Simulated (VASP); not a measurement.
# Co (P6_3/mmc) in VASP: settings compared

Aim: see how the results for Co move with the level of theory and the settings. Levels: PBE exchange alone, PBE, LDA. Tasks: single point, relaxation of cell and atoms.

Everything below comes from runs of VASP 6.6.1. Logs are shortened: lines on timing, memory, paths and dates and some standing lists are left out, and cuts for length are marked.

**1. The cell of the first run**

The structure is hexagonal, space group P6_3/mmc (No. 194). Conventional cell: a = 2.422 Å, b = 2.422 Å, c = 3.939 Å, α = 90.00°, β = 90.00°, γ = 120.00°. Co (site symmetry -6m2) has 12 Co at 2.42 Å within 3.2 Å.

**2. Single point, PBE exchange alone, collinear spin, ferromagnetic start**

INCAR reads:

```
SYSTEM = Co
AGGAC = 0.0
ALDAC = 0.0
ALGO = Normal
EDIFF = 1E-6
ENCUT = 690
GGA = PE
GGA_COMPAT = .False.
ISIF = 2
ISMEAR = -1
ISPIN = 2
LASPH = .True.
LCHARG = .False.
LMAXMIX = 4
LORBIT = 11
LREAL = .False.
LWAVE = .False.
MAGMOM = 2 2
NBANDS = 28
NELM = 200
PREC = Accurate
SIGMA = 0.05
```

KPOINTS reads:

```
k-points
0
Gamma
  12 12 7
  0 0 0
```

POSCAR reads:

```
Co
1.0
    2.4215367659      0.0000000000      0.0000000000
   -1.2107683830      2.0971123555      0.0000000000
    0.0000000000      0.0000000000      3.9390568819
Co
2
Direct
    0.6666666667      0.3333333333      0.7500000000
    0.3333333333      0.6666666667      0.2500000000
```

Potentials or basis: VASP PAW PBE potentials, release 64 (Co_sv).

Run with:

```console
> cat potpaw_PBE.64/Co_sv/POTCAR > POTCAR
> mpirun -np 1 vasp_std > vasp.out
```

OUTCAR:

```text
SYSTEM = Co
   EDIFF = 1E-6
   ENCUT = 690
   GGA = PE
   ISIF = 2
   ISMEAR = -1
   ISPIN = 2
   LASPH = .True.
   LORBIT = 11
   LREAL = .False.
   NELM = 200
   PREC = Accurate

 ion  position               nearest neighbor table
   1  0.667  0.333  0.750-   2 2.42   2 2.42   2 2.42   2 2.42   2 2.42   2 2.42
   2  0.333  0.667  0.250-   1 2.42   1 2.42   1 2.42   1 2.42   1 2.42   1 2.42

  LATTYP: Found a hexagonal cell.
 ALAT       =     2.4215367659
 C/A-ratio  =     1.6266764715

  Lattice vectors:

 A1 = (   2.4215367659,   0.0000000000,   0.0000000000)
 A2 = (  -1.2107683830,   2.0971123555,   0.0000000000)
 A3 = (   0.0000000000,   0.0000000000,   3.9390568819)

Analysis of symmetry for initial positions (statically):
=====================================================================
 Subroutine PRICEL returns:
 Original cell was already a primitive cell.

 Routine SETGRP: Setting up the symmetry group for a
 hexagonal supercell.

 Subroutine GETGRP returns: Found 24 space group operations
 (whereof 12 operations were pure point group operations)
 out of a pool of 24 trial point group operations.

The static configuration has the point symmetry D_3d.
 The point group associated with its full space group is D_6h.

Analysis of symmetry for dynamics (positions and initial velocities):
=====================================================================
 Subroutine PRICEL returns:
 Original cell was already a primitive cell.

 Routine SETGRP: Setting up the symmetry group for a
 hexagonal supercell.

 Subroutine GETGRP returns: Found 24 space group operations
 (whereof 12 operations were pure point group operations)
 out of a pool of 24 trial point group operations.

The dynamic configuration has the point symmetry D_3d.
 The point group associated with its full space group is D_6h.

Analysis of structural, dynamic, and magnetic symmetry:
=====================================================================
 Subroutine PRICEL returns:
 Original cell was already a primitive cell.

 Routine SETGRP: Setting up the symmetry group for a
 hexagonal supercell.

 Subroutine GETGRP returns: Found 24 space group operations
 (whereof 12 operations were pure point group operations)
 out of a pool of 24 trial point group operations.

The overall configuration has the point symmetry D_3d.
 The point group associated with its full space group is D_6h.

 Subroutine INISYM returns: Found 24 space group operations
[... 117 lines left out ...]
     AMIX_MAG =   1.60;   BMIX_MAG =  1.00
  volume/ion in A,a.u.               =      10.00        67.49
  Fermi-wavevector in a.u.,A,eV,Ry     =   1.953737  3.692028 51.934646  3.817089
  Thomas-Fermi vector in A             =   2.980485
   LORBIT       =     11    0 simple, 1 ext, 2 COOP (PROOUT), +10 PAW based schemes
   GGA     = PE    functional components
   LHFCALC =     F    Hartree Fock is set to
   AEXX    =    0.0000 exact exchange contribution
   IVDW    =     0    specifies the selected vdW correction
   LEPSILON=     F    determine dielectric tensor
   LRPA    =     F    only Hartree local field effects (RPA)
 spin polarized calculation
  energy-cutoff  :      690.00
  volume of cell :       20.00
 maximum number of plane-waves:       838
 NGX is ok and might be reduce to    24
   NGX = 11   NGY = 11   NGZ = 17

 number of electron      33.9999969 magnetization       3.1965881

 Free energy of the ion-electron system (eV)
  ---------------------------------------------------
  ext. energy  EPLUGINS =         0.00000000
  ---------------------------------------------------
  free energy    TOTEN  =        -9.92712985 eV

  energy without entropy =       -9.91292429  energy(sigma->0) =       -9.92002707

 E-fermi :  15.1701     XC(G=0): -12.6198

 val. band max:       15.1677559946   @ k =   0.2500   0.0000   0.0000
 cond. band min:      15.1718967746   @ k =   0.2500   0.0000   0.2857
 fundamental gap:      0.0041407800
 Fermi energy:        15.1701249603

 spin component 1

 k-point     1 :       0.0000    0.0000    0.0000
  band No.  band energies     occupation
      1     -81.0148      1.00000
      2     -80.9355      1.00000
      3     -44.5135      1.00000
      4     -44.1362      1.00000
      5     -44.1362      1.00000
      6     -44.0811      1.00000
[... 733 lines left out ...]
     27      39.5728      0.00000
     28      41.1525      0.00000

 [... further k-points ...]

 spin component 2

 k-point     1 :       0.0000    0.0000    0.0000
  band No.  band energies     occupation
      1     -78.7318      1.00000
      2     -78.6460      1.00000
      3     -42.3115      1.00000
      4     -41.9056      1.00000
      5     -41.9056      1.00000
      6     -41.8399      1.00000
[... 733 lines left out ...]
     27      40.0221      0.00000
     28      41.5448      0.00000

 [... further k-points ...]

------------------------ aborting loop because EDIFF is reached ----------------------------------------

  FORCE on cell =-STRESS in cart. coord.  units (eV):
  Direction    XX          YY          ZZ          XY          YZ          ZX
  --------------------------------------------------------------------------------------
  -------------------------------------------------------------------------------------
  Total        6.5607032      6.5607032      6.1635177     -0.0000000      0.0000000     -0.0000000
  in kB      525.4797150    525.4797150    493.6671294     -0.0000000      0.0000000     -0.0000000
  external PRESSURE =     514.8755198 kB  Pullay stress =       0.0000000 kB

 VOLUME and BASIS-vectors are now :
 -----------------------------------------------------------------------------
  energy-cutoff  :      690.00
  volume of cell :       20.00
      direct lattice vectors                 reciprocal lattice vectors
     2.421536766  0.000000000  0.000000000     0.412960899  0.238423086  0.000000000
    -1.210768383  2.097112356  0.000000000     0.000000000  0.476846172  0.000000000
     0.000000000  0.000000000  3.939056882     0.000000000  0.000000000  0.253867875

 POSITION                                       TOTAL-FORCE (eV/Angst)
 -----------------------------------------------------------------------------------
      1.21077      0.69904      2.95429        -0.000000      0.000000      0.000000
     -0.00000      1.39807      0.98476         0.000000      0.000000      0.000000
 -----------------------------------------------------------------------------------
    total drift:                                0.000000     -0.000000      0.000000

  FREE ENERGIE OF THE ION-ELECTRON SYSTEM (eV)
  ---------------------------------------------------
  free  energy   TOTEN  =        -9.9271298470 eV

  energy  without entropy=       -9.9129242884  energy(sigma->0) =       -9.92002707

 total charge

# of ion       s       p       d       tot
------------------------------------------
    1        2.268   6.140   6.751  15.158
    2        2.268   6.140   6.751  15.158
--------------------------------------------------
tot          4.535  12.280  13.501  30.317

 magnetization (x)

# of ion       s       p       d       tot
------------------------------------------
    1       -0.005  -0.016   1.699   1.677
    2       -0.005  -0.016   1.699   1.677
--------------------------------------------------
tot         -0.011  -0.033   3.398   3.354
```

OSZICAR:

```text
N       E                     dE             d eps       ncg     rms          rms(c)
DAV:   1     0.649079707078E+03    0.64908E+03   -0.22789E+04 11348   0.451E+03
DAV:   2     0.368784672418E+02   -0.61220E+03   -0.58451E+03 12716   0.978E+02
DAV:   3    -0.113753992078E+02   -0.48254E+02   -0.47093E+02 12820   0.277E+02
DAV:   4    -0.120507851119E+02   -0.67539E+00   -0.67476E+00 12340   0.302E+01
DAV:   5    -0.120809621121E+02   -0.30177E-01   -0.30176E-01 11668   0.644E+00    0.185E+01
DAV:   6    -0.104194726534E+02    0.16615E+01   -0.10263E+01 10528   0.940E+01    0.135E+01
DAV:   7    -0.994005207651E+01    0.47942E+00   -0.17872E+00 10684   0.383E+01    0.555E+00
DAV:   8    -0.993553785843E+01    0.45142E-02   -0.51494E-02 13080   0.343E+00    0.189E+00
DAV:   9    -0.992700587196E+01    0.85320E-02   -0.61921E-03 12580   0.164E+00    0.581E-01
DAV:  10    -0.992699267975E+01    0.13192E-04   -0.15726E-03 12024   0.892E-01    0.135E-01
DAV:  11    -0.992710656099E+01   -0.11388E-03   -0.13736E-04 15156   0.190E-01    0.348E-02
DAV:  12    -0.992712727391E+01   -0.20713E-04   -0.23823E-05  9844   0.673E-02    0.202E-02
DAV:  13    -0.992713041301E+01   -0.31391E-05   -0.41405E-06 10444   0.328E-02    0.996E-03
DAV:  14    -0.992712984697E+01    0.56604E-06   -0.14227E-06  7732   0.199E-02
   1 F= -.99271298E+01 E0= -.99200271E+01  d E =-.142056E-01  mag=     3.1967
```

It took 47 s on 1 thread of Intel Xeon 6975P-C (Granite Rapids), shared host; peak memory 0.22 GiB.

Results:

```
Free energy                                           : -9.9271 eV
Pressure                                              : 51.5 GPa
Net moment                                            : 3.20 μB per cell
Site moments                                          : Co +1.68 μB
Valence electrons inside the program's atomic spheres : Co 15.16
```

Caveat: the cell stands under pressure.

**3. Single point, PBE, collinear spin, ferromagnetic start**

This run uses another cell than the first one, of 10.64 Å³/atom.

INCAR reads:

```
SYSTEM = Co
PREC = Accurate
ENCUT = 690
EDIFF = 1E-6
ISMEAR = 1
SIGMA = 0.025
LREAL = .FALSE.
LASPH = .TRUE.
NELM = 200
ALGO = Normal
ISIF = 2
LWAVE = .FALSE.
LCHARG = .TRUE.
ISPIN = 2
MAGMOM = 2 2
LORBIT = 11
LMAXMIX = 4
GGA = PE
LELF = .TRUE.
LVHAR = .TRUE.
NBANDS = 28
GGA_COMPAT = .FALSE.
```

KPOINTS reads:

```
Automatic mesh
0
G
  10 10 6
  0 0 0
```

POSCAR reads:

```
Co
1.0
    2.4719999032      0.0000000000      0.0000000000
   -1.2359999516      2.1408147143      0.0000000000
    0.0000000000      0.0000000000      4.0211440800
Co
2
Direct
    0.6666666667      0.3333333333      0.7500000000
    0.3333333333      0.6666666667      0.2500000000
```

Potentials or basis: VASP PAW PBE potentials, release 64 (Co_sv).

Run with:

```console
> cat potpaw_PBE.64/Co_sv/POTCAR > POTCAR
> mpirun -np 1 vasp_std > vasp.out
```

Run time: 84 s. Hardware: 1 thread of Intel Xeon Platinum 8124M at 3.00GHz (Skylake/Cascade Lake), shared host; peak memory 0.21 GiB.

It converged, with:

* Free energy: -14.2390 eV
* Pressure: 4.2 GPa
* Net moment: 3.32 μB per cell
* Site moments: Co +1.72 μB
* Valence electrons inside the program's atomic spheres: Co 15.07

Stress tensor (GPa, compression positive):
```
4.97 0.00 0.00
0.00 4.97 0.00
0.00 0.00 2.67
```

Levels at points of the mesh, in eV from the Fermi level:
Spin up:
| k point | band 17 | band 18 | band 19 | band 20 | band 21 | band 22 |
| --- | --- | --- | --- | --- | --- | --- |
| (0.00, 0.00, 0.00) | -1.93 | -0.82 | -0.82 | -0.23 | 6.40 | 22.08 |
| (0.50, 0.00, 0.00) | -0.59 | -0.51 | 1.34 | 3.39 | 9.74 | 10.41 |
| (0.00, 0.00, 0.50) | -1.14 | -1.14 | -1.14 | -1.14 | 15.00 | 15.00 |
| (0.50, 0.00, 0.50) | -0.57 | -0.57 | 1.57 | 1.57 | 7.40 | 7.40 |
Spin down:
| k point | band 11 | band 12 | band 13 | band 14 | band 15 | band 16 | band 17 | band 18 | band 19 | band 20 |
| --- | --- | --- | --- | --- | --- | --- | --- | --- | --- | --- |
| (0.00, 0.00, 0.00) | -1.01 | -0.94 | -0.94 | -0.57 | -0.57 | -0.29 | -0.11 | -0.11 | 1.13 | 1.13 |
| (0.50, 0.00, 0.00) | -3.34 | -1.90 | -1.09 | -1.06 | -0.62 | 1.30 | 1.39 | 1.46 | 2.64 | 4.42 |
| (0.00, 0.00, 0.50) | -1.59 | -1.59 | -1.00 | -1.00 | -1.00 | -1.00 | 0.78 | 0.78 | 0.78 | 0.78 |
| (0.50, 0.00, 0.50) | -2.43 | -2.43 | -0.01 | -0.01 | 0.25 | 0.25 | 1.40 | 1.40 | 2.26 | 2.26 |

Caveat: the cell stands under pressure.

**4. Relaxation of cell and atoms, LDA, collinear spin, ferromagnetic start**

This run uses another cell than the first one, of 10.64 Å³/atom.

INCAR reads:

```
SYSTEM = Co
PREC     = Accurate       ! precision mode
ENCUT    = 600            ! plane-wave cutoff, eV
EDIFF    = 1E-7           ! SCF threshold, eV
ISMEAR   = -1             ! smearing method
SIGMA    = 0.05           ! smearing width, eV
LREAL    = .FALSE.        ! projectors in reciprocal space
LASPH    = .TRUE.         ! aspherical terms in the spheres
NELM     = 150            ! most SCF steps
ALGO     = Normal         ! electronic algorithm
ISIF     = 3              ! what is computed and relaxed
LWAVE    = .FALSE.        ! write WAVECAR
LCHARG   = .FALSE.        ! write CHGCAR
ISPIN    = 2              ! spin polarisation
MAGMOM   = 2 2            ! initial moments
LORBIT   = 11             ! projections on sites
LMAXMIX  = 4              ! l up to which the mixer works
GGA      = CA             ! functional
IBRION   = 2              ! ionic algorithm
NSW      = 60             ! ionic steps
EDIFFG   = -0.01          ! ionic threshold
```

KPOINTS reads:

```
Automatic mesh
0
G
  12 12 7
  0 0 0
```

POSCAR is that of step 3.

Potentials or basis: VASP PAW LDA potentials, release 64 (Co).

Run with:

```console
> cat potpaw_LDA.64/Co/POTCAR > POTCAR
> mpirun -np 1 vasp_std > vasp.out
```

It took 90 s on 1 thread of AMD EPYC 9R45 (Zen 5), shared host; peak memory 0.14 GiB.

The run converged. Its results:

| Item | Value |
| --- | --- |
| Free energy | -16.2597 eV |
| Relaxed volume | 9.96 Å³/atom |
| Relaxed cell | a = 2.425 Å, b = 2.425 Å, c = 3.912 Å, α = 90.00°, β = 90.00°, γ = 120.00° |
| Space group after relaxing (to 0.1 Å) | P6_3/mmc (No. 194) |
| Energy gained by relaxing | 36.3 meV/atom |
| Ionic steps | 5 |
| Pressure after relaxing | 0.0 GPa |
| Net moment | 2.95 μB per cell |
| Site moments | Co +1.47 μB |
| Valence electrons inside the program's atomic spheres | Co 8.46 |

Step by step:
| step | energy change (eV) | largest force (eV/Å) | pressure (GPa) | volume (Å³) |
| --- | --- | --- | --- | --- |
| 1 | 0.0000 | 0.0000 | -15.71 | 21.28 |
| 2 | 0.0662 | 0.0000 | 26.81 | 18.22 |
| 3 | -0.0722 | 0.0000 | -0.65 | 19.96 |
| 4 | -0.0723 | 0.0000 | 0.06 | 19.91 |
| 5 | -0.0726 | 0.0000 | 0.00 | 19.92 |

Final structure:
```xyz
2
Lattice="2.4247 0.0000 0.0000 -1.2124 2.0999 0.0000 0.0000 0.0000 3.9117" Properties=species:S:1:pos:R:3 pbc="T T T"
Co    1.2124    0.7000    2.9338
Co    0.0000    1.3999    0.9779
```

Levels at points of the mesh, in eV from the Fermi level:
Spin up:
| k point | band 8 | band 9 | band 10 | band 11 | band 12 | band 13 |
| --- | --- | --- | --- | --- | --- | --- |
| (0.00, 0.00, 0.00) | -1.76 | -1.76 | -0.48 | -0.48 | -0.05 | 7.31 |
| (0.50, 0.00, 0.00) | -0.34 | -0.20 | -0.16 | 1.70 | 3.89 | 10.46 |
Spin down:
```tsv
k point	band 5	band 6	band 7	band 8	band 9	band 10
(0.00, 0.00, 0.00)	-1.19	-0.77	-0.77	-0.31	-0.31	0.12
(0.50, 0.00, 0.00)	-1.37	-1.20	-0.75	1.22	1.38	1.41
```

**5. The runs side by side**

```tsv
task	level	potentials or basis	cell	k mesh	cutoff (eV)	smearing	gap on the mesh (eV)	pressure (GPa)	moment (μB)
single point	PBE exchange alone	VASP PAW PBE potentials, release 64 (Co_sv)	a = 2.422, b = 2.422, c = 3.939 Å, angles 90.0, 90.0, 120.0°, 2 atoms	12 × 12 × 7	690	fermi-dirac 0.05 eV	none	51.5	3.20
single point	PBE	VASP PAW PBE potentials, release 64 (Co_sv)	a = 2.472, b = 2.472, c = 4.021 Å, angles 90.0, 90.0, 120.0°, 2 atoms	10 × 10 × 6	690	methfessel-paxton 0.025 eV	none	4.2	3.32
relaxation of cell and atoms	LDA	VASP PAW LDA potentials, release 64 (Co)	relaxed from a = 2.472, b = 2.472, c = 4.021 Å, angles 90.0, 90.0, 120.0°, 2 atoms	12 × 12 × 7	600	fermi-dirac 0.05 eV	none	0.0	2.95
```

Alike in all rows: spin collinear, ferromagnetic start.

Caveats: the cell stands under pressure (at least some runs).

Total energies depend on the potentials used, so only differences within one code and one set of settings carry meaning.

The gap in the log of VASP goes by the Fermi energy; the results here count the filled bands.